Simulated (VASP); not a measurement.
# Pb (Im-3m) in VASP: further runs, part 2 of 3

VASP 6.6.1.

## (3) Single point, PBE

INCAR

```
PREC = Accurate
ENCUT = 500
EDIFF = 1E-6
ISMEAR = 0
SIGMA = 0.012
LREAL = F
LASPH = T
NELM = 120
ALGO = Normal
ISIF = 2
LWAVE = F
LCHARG = F
GGA = PE
NBANDS = 13
GGA_COMPAT = F
```

KPOINTS

```
regular mesh
0
Gamma
  9 9 9
```

POSCAR

```
Pb
1.0
   -1.9796595667      1.9796595667      1.9796595667
    1.9796595667     -1.9796595667      1.9796595667
    1.9796595667      1.9796595667     -1.9796595667
Pb
1
Direct
    0.0000000000      0.0000000000      0.0000000000
```

Potentials or basis: VASP PAW PBE potentials, release 64 (Pb_d).

The run is started by

```sh
$ cat potpaw_PBE.64/Pb_d/POTCAR > POTCAR
$ mpirun -np 1 vasp_std > vasp.out
```

OUTCAR:

```text
PREC = Accurate
   ENCUT = 500
   EDIFF = 1E-6
   ISMEAR = 0
   LREAL = F
   LASPH = T
   NELM = 120
   ISIF = 2
   GGA = PE

 ion  position               nearest neighbor table
   1  0.000  0.000  0.000-

  LATTYP: Found a body centered cubic cell.
 ALAT       =     3.9593191334

  Lattice vectors:

 A1 = (  -1.9796595667,   1.9796595667,   1.9796595667)
 A2 = (   1.9796595667,  -1.9796595667,   1.9796595667)
 A3 = (   1.9796595667,   1.9796595667,  -1.9796595667)

Analysis of symmetry for initial positions (statically):
=====================================================================
 Subroutine PRICEL returns:
 Original cell was already a primitive cell.

 Routine SETGRP: Setting up the symmetry group for a
 body centered cubic supercell.

 Subroutine GETGRP returns: Found 48 space group operations
 (whereof 48 operations were pure point group operations)
 out of a pool of 48 trial point group operations.

The static configuration has the point symmetry O_h .

Analysis of symmetry for dynamics (positions and initial velocities):
=====================================================================
 Subroutine PRICEL returns:
 Original cell was already a primitive cell.

 Routine SETGRP: Setting up the symmetry group for a
 body centered cubic supercell.

 Subroutine GETGRP returns: Found 48 space group operations
 (whereof 48 operations were pure point group operations)
 out of a pool of 48 trial point group operations.

The dynamic configuration has the point symmetry O_h .

 Subroutine INISYM returns: Found 48 space group operations
 (whereof 48 operations are pure point group operations),
 and found     1 'primitive' translations

----------------------------------------------------------------------------------------

                                     Primitive cell

  volume of cell :      31.0336

  direct lattice vectors                    reciprocal lattice vectors
    -1.979659567  1.979659567  1.979659567     0.000000000  0.252568678  0.252568678
     1.979659567 -1.979659567  1.979659567     0.252568678  0.000000000  0.252568678
     1.979659567  1.979659567 -1.979659567     0.252568678  0.252568678  0.000000000

  length of vectors
     3.428870951  3.428870951  3.428870951     0.357186050  0.357186050  0.357186050

  position of ions in fractional coordinates (direct lattice)
     0.000000000  0.000000000  0.000000000

  ion indices of the primitive-cell ions
   primitive index   ion index
                 1           1

----------------------------------------------------------------------------------------

 KPOINTS: regular mesh

Automatic generation of k-mesh.
 Grid dimensions read from file:
 generate k-points for:    9    9    9

 Generating k-lattice:

  Cartesian coordinates                     Fractional coordinates (reciprocal lattice)
     0.000000000  0.028063186  0.028063186     0.111111111  0.000000000  0.000000000
     0.028063186  0.000000000  0.028063186     0.000000000  0.111111111  0.000000000
     0.028063186  0.028063186  0.000000000     0.000000000  0.000000000  0.111111111

  Length of vectors
     0.039687339  0.039687339  0.039687339

  Shift w.r.t. Gamma in fractional coordinates (k-lattice)
     0.000000000  0.000000000  0.000000000

 Subroutine IBZKPT returns following result:
 ===========================================

 Found     35 irreducible k-points:

 Following reciprocal coordinates:
            Coordinates               Weight
  0.000000  0.000000  0.000000      1.000000
  0.111111  0.000000  0.000000     12.000000
  0.222222  0.000000  0.000000     12.000000
  0.333333  0.000000  0.000000     12.000000
  0.444444  0.000000  0.000000     12.000000
  0.111111  0.111111  0.000000     24.000000
[... 16 lines left out ...]
 -0.333333  0.444444  0.111111     48.000000
 -0.444444 -0.444444  0.111111     24.000000
 [... further k-points ...]
   k-points           NKPTS =     35   k-points in BZ     NKDIM =     35   number of bands    NBANDS=     13
   number of dos      NEDOS =    301   number of ions     NIONS =      1
   total plane-waves  NPLWV =  21952
   dimension x,y,z NGX =    28 NGY =   28 NGZ =   28
   dimension x,y,z NGXF=    56 NGYF=   56 NGZF=   56
   ions per type =               1
   NGX,Y,Z   is equivalent  to a cutoff of  13.58, 13.58, 13.58 a.u.
   NGXF,Y,Z  is equivalent  to a cutoff of  27.15, 27.15, 27.15 a.u.
 SYSTEM =  unknown system
   PREC   = accura    normal or accurate (medium, high low for compatibility)
   ISTART =      0    job   : 0-new  1-cont  2-samecut
   ICHARG =      2    charge: 1-file 2-atom 10-const
   ISPIN  =      1    spin polarized calculation?
   LNONCOLLINEAR =      F non collinear calculations
   LSORBIT =      F    spin-orbit coupling
   LASPH  =      T    aspherical Exc in radial PAW
   ENCUT  =  500.0 eV  36.75 Ry    6.06 a.u.   6.25  6.25  6.25*2*pi/ulx,y,z
   NELM   =    120;   NELMIN=  2; NELMDL= -5     # of ELM steps
   EDIFF  = 0.1E-05   stopping-criterion for ELM
   LREAL  =      F    real-space projection
   EDIFFG = 0.1E-04   stopping-criterion for IOM
   NSW    =      0    number of steps for IOM
   IBRION =     -1    ionic relax: 0-MD 1-quasi-New 2-CG
   NFREE  =      0    steps in history (QN), initial steepest desc. (CG)
   ISIF   =      2    stress and relaxation
   ISYM   =      2    0-nonsym 1-usesym 2-fastsym
   POTIM  = 0.5000    time-step for ionic-motion
   TEBEG  =    0.0;   TEEND  =   0.0 temperature during run
   PSTRESS=    0.0 pullay stress
   NELECT =      14.0000    total number of electrons
   NUPDOWN=      -1.0000    fix difference up-down
   EMIN   =  10.00;   EMAX   =-10.00  energy-range for DOS
   EFERMI =   0.00;   METHOD = LEGACY
   ISMEAR =     0;   SIGMA  =   0.01  broadening in eV -4-tet -1-fermi 0-gaus
   EFERMI_NEDOS =   21; number of points for ismear=-14 and -15
   IALGO  =     38    algorithm
   IMIX   =      4    mixing-type and parameters
     AMIX     =   0.40;   BMIX     =  1.00
     AMIX_MAG =   1.60;   BMIX_MAG =  1.00
  volume/ion in A,a.u.               =      31.03       209.42
  Fermi-wavevector in a.u.,A,eV,Ry     =   1.255568  2.372680 21.448927  1.576452
  Thomas-Fermi vector in A             =   2.389319
   LORBIT       =      0    0 simple, 1 ext, 2 COOP (PROOUT), +10 PAW based schemes
   GGA     = PE    functional components
   LHFCALC =     F    Hartree Fock is set to
   AEXX    =    0.0000 exact exchange contribution
   IVDW    =     0    specifies the selected vdW correction
   LEPSILON=     F    determine dielectric tensor
   LRPA    =     F    only Hartree local field effects (RPA)
 non-spin polarized calculation
 Gauss-broadening in eV      SIGMA  =   0.01
  energy-cutoff  :      500.00
  volume of cell :       31.03
 maximum number of plane-waves:       794
 NGX is ok and might be reduce to    28
   NGX = 13   NGY = 13   NGZ = 13

 number of electron      14.0000002 magnetization

 Free energy of the ion-electron system (eV)
  ---------------------------------------------------
  ext. energy  EPLUGINS =         0.00000000
  ---------------------------------------------------
  free energy    TOTEN  =        -3.50257668 eV

  energy without entropy =       -3.50252691  energy(sigma->0) =       -3.50255179

 E-fermi :   7.1582     XC(G=0): -10.0815

 val. band max:        6.9589098249   @ k =   0.3333   0.2222   0.0000
 cond. band min:       7.1728460117   @ k =  -0.2222   0.3333   0.1111
 fundamental gap:      0.2139361868
 Fermi energy:         7.1581523520

 k-point     1 :       0.0000    0.0000    0.0000
  band No.  band energies     occupation
      1     -10.1022      2.00000
      2     -10.1022      2.00000
      3     -10.1022      2.00000
      4      -9.8775      2.00000
      5      -9.8775      2.00000
      6      -4.5830      2.00000
      7      14.4595      0.00000
      8      14.4595      0.00000
      9      14.4595      0.00000
     10      18.1002      0.00000
     11      18.1002      0.00000
     12      18.1002      0.00000
     13      18.5377      0.00000
[... 353 lines left out ...]
 k-point    24 :      -0.4444   -0.4444    0.1111
  band No.  band energies     occupation
      1     -10.0992      2.00000
      2     -10.0475      2.00000
      3      -9.9538      2.00000
      4      -9.8948      2.00000
      5      -9.7640      2.00000
      6      -0.3810      2.00000
      7       3.8496      2.00000
      8       7.7020      0.00000
      9      11.5274      0.00000
     10      15.7797      0.00000
     11      17.1891      0.00000
     12      17.9867      0.00000
     13      19.7351      0.00000

 [... further k-points ...]
[... 5 lines left out ...]
  --------------------------------------------------------------------------------------
  -------------------------------------------------------------------------------------
  Total        0.1268554      0.1268554      0.1268554      0.0000000      0.0000000     -0.0000000
  in kB        6.5491943      6.5491943      6.5491943      0.0000000      0.0000000     -0.0000000
  external PRESSURE =       6.5491943 kB  Pullay stress =       0.0000000 kB

 VOLUME and BASIS-vectors are now :
 -----------------------------------------------------------------------------
  energy-cutoff  :      500.00
  volume of cell :       31.03
      direct lattice vectors                 reciprocal lattice vectors
    -1.979659567  1.979659567  1.979659567     0.000000000  0.252568678  0.252568678
     1.979659567 -1.979659567  1.979659567     0.252568678  0.000000000  0.252568678
     1.979659567  1.979659567 -1.979659567     0.252568678  0.252568678  0.000000000

 POSITION                                       TOTAL-FORCE (eV/Angst)
 -----------------------------------------------------------------------------------
      0.00000      0.00000      0.00000        -0.000000      0.000000     -0.000000
 -----------------------------------------------------------------------------------
    total drift:                               -0.000000     -0.000000     -0.000000

  FREE ENERGIE OF THE ION-ELECTRON SYSTEM (eV)
  ---------------------------------------------------
  free  energy   TOTEN  =        -3.5025766783 eV

  energy  without entropy=       -3.5025269116  energy(sigma->0) =       -3.50255179
```

stdout:

```text
POSCAR found type information on POSCAR Pb
 POSCAR found :  1 types and       1 ions
 scaLAPACK will be used
 LDA part: xc-table for (Slater+PW92), standard interpolation
 POSCAR, INCAR and KPOINTS ok, starting setup
 FFT: planning ... GRIDC
 FFT: planning ... GRID_SOFT
 FFT: planning ... GRID
 WAVECAR not read
 entering main loop
```

It took 24 s on 1 thread of Intel Xeon Platinum 8488C (Sapphire Rapids), shared host; peak memory 0.16 GiB.

Results:

```yaml
Free_energy: -3.5026 eV
Pressure: 0.7 GPa
Band_gap_on_the_k_mesh: zero (band 7 reaches 14.46 eV, above the bottom of band 8 at 5.02 eV)
```

Caveat: spin-orbit coupling is left out, which moves the levels of the heavy elements.

(Continued in part 3 of 3.)
